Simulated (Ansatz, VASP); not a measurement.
**Pd in VASP and in Ansatz**

File POSCAR:

```
Pd
1.0
    0.0000000000      1.9567730079      1.9567730079
    1.9567730079      0.0000000000      1.9567730079
    1.9567730079      1.9567730079      0.0000000000
Pd
1
Direct
    0.0000000000      0.0000000000      0.0000000000
```

File INCAR.step1:

```
SYSTEM = Pd
PREC = Accurate ; ENCUT = 520
ISMEAR = -1 ; SIGMA = 0.05
LREAL = .FALSE. ; LASPH = .TRUE.
NELM = 150 ; ISPIN = 2
MAGMOM = 0.436 ; LMAXMIX = 4
NBANDS = 15 ; GGA = PE
ALGO = Normal ; EDIFF = 1E-4
LWAVE = .TRUE. ; LCHARG = .FALSE.
```

The input INCAR.step2:

```
SYSTEM = Pd
PREC = Accurate ; ENCUT = 520
EDIFF = 1E-6 ; ISMEAR = -1
SIGMA = 0.05 ; LREAL = .FALSE.
LASPH = .TRUE. ; NELM = 150
ALGO = Normal ; ISIF = 2
LWAVE = .FALSE. ; LCHARG = .TRUE.
ISPIN = 2 ; MAGMOM = 0.436
LORBIT = 11 ; LMAXMIX = 4
METAGGA = R2SCAN ; LMIXTAU = .TRUE.
LELF = .TRUE. ; LVHAR = .TRUE.
NBANDS = 15 ; ISTART = 1
```

The input KPOINTS:

```
regular mesh
0
G
  20 20 20
  0 0 0
```

Input for Ansatz:

```yaml
crystal:
  lattice:
    - [0.0, 1.9567730079, 1.9567730079]
    - [1.9567730079, 0.0, 1.9567730079]
    - [1.9567730079, 1.9567730079, 0.0]
  atoms:
    - { symbol: Pd, position: [0.0, 0.0, 0.0], spin: 0.436 }
hamiltonian:
  xc: r2scan
  pseudopotentials:
    kind: paw
    azcp:
      Pd: "pseudopotentials/Pd.paw.azcp"
basis:
  ecutwfc: 500
  fft_grid_basis: typed
kpoints:
  mp_grid: { grid: [20, 20, 20], shift: [0, 0, 0] }
magnetization:
  spin_polarized: true
scf:
  occupations: { method: fermi_dirac, width: 0.05 }
  lower_state_search: "off"
output:
  stress: true
  write_density: true
  write_potential: true
  elf: true
  volumetric_format: npy
```

Alike in both runs: task single point; functional r2SCAN; k mesh 20 × 20 × 20; occupations fermi-dirac, width 0.05 eV; collinear spin.

```csv
,VASP,Ansatz
version,VASP 6.6.1,Ansatz 0.2.0
potentials or method,"VASP PAW PBE potentials, release 64 (Pd), cutoff 520 eV","plane waves (500 eV) with PAW, scalar-relativistic"
valence electrons in the cell,10,18
```

Ansatz gave:

* pressure (GPa): -0.1
* net moment per atom (μB): 0.43
* size of the moment on the site where the two differ most (μB): 0.45

What did VASP give for the same quantities?

Pressure (GPa): 0.6; net moment per atom (μB): 0.43; size of the moment on the site where the two differ most (μB): 0.43.

VASP's potentials were made for PBE, not for r2SCAN. Site moments also hang on the region over which each program counts them. VASP's potentials hold 10 valence electrons a cell and Ansatz's 18, so a difference there can come from the potentials and not from the codes. Ansatz's warnings: stability check not made.
